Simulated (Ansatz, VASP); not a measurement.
**One calculation of MnHg, two programs**

```
CELL_PARAMETERS angstrom
3.31500 0.00000 0.00000
0.00000 3.31500 0.00000
0.00000 0.00000 6.63000
ATOMIC_POSITIONS crystal
Mn 0.50000 0.50000 0.25000
Mn 0.50000 0.50000 0.75000
Hg 0.00000 0.00000 0.00000
Hg 0.00000 0.00000 0.50000
```

Alike in both runs: task single point; functional PBE; k mesh 9 × 9 × 5; occupations fermi-dirac, width 0.1 eV; collinear spin.

```csv
,VASP,Ansatz
version,VASP 6.6.1,Ansatz 0.2.0
potentials or method,"VASP PAW PBE potentials, release 64 (Mn_pv, Hg)","PAW with Ansatz's default frozen-core files, scalar-relativistic"
plane-wave cutoff (eV),520,420
valence electrons in the cell,50,70
```

```csv
,VASP,Ansatz,Ansatz less VASP
pressure (GPa),0.5,0.0,-0.48
net moment per atom (μB),0.00,0.00,0.000
size of the moment on the site where the two differ most (μB),3.82,3.88,+0.061
```

Site moments also hang on the region over which each program counts them. VASP's potentials hold 50 valence electrons a cell and Ansatz's 70, so a difference there can come from the potentials and not from the codes.

Neither program's run includes spin-orbit coupling.
